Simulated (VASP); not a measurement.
Input of a VASP 6.6.1 run:

Contents of INCAR:

```
SYSTEM = KCaCl3
ALGO = Normal ; EDIFF = 1E-6
ENCUT = 520 ; ISIF = 2
ISMEAR = 0 ; LASPH = .TRUE.
LCHARG = .TRUE. ; LELF = .TRUE.
LREAL = .FALSE. ; LVHAR = .TRUE.
LWAVE = .FALSE. ; NBANDS = 28
NELM = 60 ; PREC = Accurate
SIGMA = 0.05
```

KPOINTS

```
k-points
0
G
  6 6 6
  0 0 0
```

The input POSCAR:

```
KCaCl3
1.0
    4.8053246254      0.0000000000      0.0000000000
    0.0000000000      4.8053246254      0.0000000000
    0.0000000000      0.0000000000      6.7947290203
K Ca Cl
1 1 3
Direct
    0.0000000000      0.0000000000      0.0000000000
    0.5000000000      0.5000000000      0.5000000000
    0.0000000000      0.5000000000      0.5000000000
    0.5000000000      0.0000000000      0.5000000000
    0.5000000000      0.5000000000      0.0000000000
```

Potentials or basis: VASP PAW LDA potentials, release 64 (K_sv, Ca_sv, Cl).

Launch:

```bash
$ cat potpaw_LDA.64/K_sv/POTCAR potpaw_LDA.64/Ca_sv/POTCAR potpaw_LDA.64/Cl/POTCAR > POTCAR
$ mpirun -np 1 vasp_std > vasp.out
```

Q: Predict the band gap on the k mesh.

A: 3.59 eV (least direct gap 4.09 eV).

Q: Predict the pressure.

A: 2.9 GPa.

Stress tensor (GPa, compression positive):
```
 6.56  0.00  0.00
 0.00  6.56  0.00
 0.00  0.00 -4.42
```

 A k mesh can miss the band edges.
